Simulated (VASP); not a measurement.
MgI2:

```
CELL_PARAMETERS angstrom
4.15664 0.00000 0.00000
-2.07832 3.59975 0.00000
0.00000 0.00000 6.87561
ATOMIC_POSITIONS crystal
Mg 0.00000 0.00000 0.00000
I 0.33333 0.66667 0.24257
I 0.66667 0.33333 0.75743
```

Base run:

| Quantity | Value |
| --- | --- |
| Program | VASP 6.6.1 |
| Functional | r2SCAN |
| Potentials or basis | VASP PAW PBE potentials, release 64 (Mg, I) |
| Cutoff | 520 eV |
| k mesh | 6 × 6 × 4 |
| Occupations | gaussian, width 0.01 eV |
| Spin | no spin polarisation |

Its results: band gap on the k mesh 4.10 eV (least direct gap 4.48 eV); pressure 0.5 GPa; largest force 0.044 eV/Å.

**Question.** The run is repeated on the same cell with these changes: functional from r2SCAN to PBE-based screened hybrid with 40 % exact exchange; k mesh from 6 × 6 × 4 to 6 × 6 × 2. What comes out?

**Answer.** Band gap on the k mesh 5.07 eV (least direct gap 5.30 eV); pressure -0.2 GPa; largest force 0.200 eV/Å.

Several settings changed at once.

Caveats: some runs use coarse meshes; the PAW data sets were made with another functional, which shifts forces and pressure a little; spin-orbit coupling is left out, which moves the levels of the heavy elements.

A k mesh can miss the band edges.
